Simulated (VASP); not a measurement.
## Cu: single point with PBE0

Crystal: Cu.

```
Cu
1.0
     0.00000    1.84295    1.84295
     1.84295    0.00000    1.84295
     1.84295    1.84295    0.00000
Cu
1
Direct
  0.00000 0.00000 0.00000
```

| Item | Value |
| --- | --- |
| Program | VASP 6.6.1 |
| Task | single point |
| Functional | PBE0 |
| Potentials or basis | VASP PAW PBE potentials, release 64 (Cu) |
| Cutoff | 520 eV |
| k mesh | 8 × 8 × 8 |
| Occupations | fermi-dirac, width 0.05 eV |
| Spin | no spin polarisation |
| Dipole correction | no |
| Grid for exact exchange (PRECFOCK) | Normal |
| Further INCAR settings | ALGO = Normal; EDIFF = 1e-06; NBANDS = 12 |
| Share of exact exchange | 0.25 |

* Pressure: -4.7 GPa
* Band gap on the k mesh: zero (an odd number of electrons rules out a gap without spin polarisation)

Levels at points of the mesh, in eV from the Fermi level:
```tsv
k point	band 3	band 4	band 5	band 6	band 7	band 8	band 9	band 10
(0.00, 0.00, 0.00)	-4.09	-4.09	-3.34	-3.34	24.25	26.84	26.84	26.84
(0.50, 0.00, 0.00)	-4.15	-2.64	-2.64	-0.50	5.10	22.68	23.78	23.78
(0.50, 0.50, 0.00)	-2.76	-2.45	-2.45	2.93	8.65	14.84	14.84	19.35
```

Wall time 36 min on 1 thread of AMD EPYC 7R43 64-Core Processor (Zen 3), on a shared host, peak memory 0.11 GiB.

Caveat: the k points lie up to 0.37 Å⁻¹ apart, too coarse for converged energies and pressures of a metal; the PAW data sets were made with another functional, which shifts forces and pressure a little.
